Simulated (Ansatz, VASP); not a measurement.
**Li3HS: VASP beside Ansatz**

The input INCAR:

```
PREC = Accurate
ENCUT = 600
EDIFF = 1E-6
ISMEAR = 0
SIGMA = 0.02
LREAL = False
LASPH = True
NELM = 100
ALGO = Normal
ISIF = 3
LWAVE = False
LCHARG = False
GGA = PS
IBRION = 2
NSW = 70
EDIFFG = -0.005
```

Contents of KPOINTS:

```
regular mesh
0
Gamma
  6 6 6
```

POSCAR

```
Li3HS
1.0
    3.8011716747      0.0000000000      0.0000000000
    0.0000000000      3.8011716747      0.0000000000
    0.0000000000      0.0000000000      3.8011716747
S H Li
1 1 3
Direct
    0.5000000000      0.5000000000      0.5000000000
    0.0000000000      0.0000000000      0.0000000000
    0.5000000000      0.0000000000      0.0000000000
    0.0000000000      0.5000000000      0.0000000000
    0.0000000000      0.0000000000      0.5000000000
```

Input for Ansatz:

```yaml
crystal:
  lattice:
    - [3.8011716747, 0.0, 0.0]
    - [0.0, 3.8011716747, 0.0]
    - [0.0, 0.0, 3.8011716747]
  atoms:
    - { symbol: S, position: [0.5, 0.5, 0.5] }
    - { symbol: H, position: [0.0, 0.0, 0.0] }
    - { symbol: Li, position: [0.5, 0.0, 0.0] }
    - { symbol: Li, position: [0.0, 0.5, 0.0] }
    - { symbol: Li, position: [0.0, 0.0, 0.5] }
basis:
  ecutwfc: 420
kpoints:
  mp_grid: { grid: [6, 6, 6] }
hamiltonian:
  xc: pbesol
scf:
  occupations: { method: gaussian, width: 0.02 }
output:
  forces: true
  stress: true
  eigenvalues: true
relax:
  adjacent_minimum: "off"
  f_tol: 0.005
  max_steps: 50
  cell: { stress_tol: 0.05 }
```

Alike in both runs: task relaxation of cell and atoms; functional PBEsol; k mesh 6 × 6 × 6; occupations gaussian, width 0.02 eV; no spin polarisation.

|  | VASP | Ansatz |
| --- | --- | --- |
| version | VASP 6.6.1 | Ansatz 0.2.0 |
| potentials or method | VASP PAW PBE potentials, release 64 (S, H, Li_sv), cutoff 600 eV | scalar-relativistic, plane waves, PAW |
| valence electrons in the cell | 16 | 16 |

Ansatz gave:

| Property | Result |
| --- | --- |
| gap on the k mesh at the Fermi level, each at its own relaxed structure (eV) | 4.16 |
| relaxed volume (Å³/atom) | 10.67 |
| relaxed cell length with the largest relative difference (Å) | 3.765 |

**Question.** What did VASP give for the same quantities?

**Answer.** gap on the k mesh at the Fermi level, each at its own relaxed structure (eV): 4.19; relaxed volume (Å³/atom): 10.65; relaxed cell length with the largest relative difference (Å): 3.762.

VASP's potentials were made for PBE, not for PBEsol.

Noted on VASP's run: the cutoff is short for stress, so the pressure is rough.
